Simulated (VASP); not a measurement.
Runs of VASP 6.6.1 on InSb. The structure is that of space group F-43m (No. 216), or close to it. The cells are those of the table. 

| cell | gap on the mesh (eV) | pressure (GPa) |
| --- | --- | --- |
| a = 4.604, b = 4.604, c = 4.581 Å, angles 60.2, 60.2, 59.7°, 2 atoms | none | 2.6 |
| a = 4.615, b = 4.615, c = 4.581 Å, angles 60.2, 60.2, 59.5°, 2 atoms | none | (a) |
| a = 4.627, b = 4.627, c = 4.581 Å, angles 60.3, 60.3, 59.3°, 2 atoms | none | 2.1 |
| a = 4.592, b = 4.592, c = 4.581 Å, angles 60.1, 60.1, 59.8°, 2 atoms | none | 2.9 |
| a = 4.621, b = 4.621, c = 4.581 Å, angles 60.3, 60.3, 59.4°, 2 atoms | none | (c) |
| a = 4.558, b = 4.558, c = 4.581 Å, angles 59.8, 59.8, 60.3°, 2 atoms | - | (b) |
| a = 4.569, b = 4.569, c = 4.581 Å, angles 59.9, 59.9, 60.2°, 2 atoms | - | 3.4 |
| a = 4.535, b = 4.535, c = 4.581 Å, angles 59.7, 59.7, 60.7°, 2 atoms | - | 4.2 |
| a = 4.547, b = 4.547, c = 4.581 Å, angles 59.8, 59.8, 60.5°, 2 atoms | - | 3.9 |

Alike in all rows: task single point; level PBE; potentials or basis VASP PAW PBE potentials, release 64 (In_d, Sb); no spin polarisation; k mesh 12 × 12 × 12; cutoff (eV) 520; smearing gaussian 0.15 eV.

**Question.** Estimate the missing entries.

**Answer.** (a) 2.4; (b) 3.6; (c) 2.3.

Caveats: spin-orbit coupling is left out, which moves the levels of the heavy elements.

A k mesh can miss the band edges, and the runs leave out spin-orbit coupling on In, Sb.

A gap of «none» marks levels without a gap at the run's occupations.
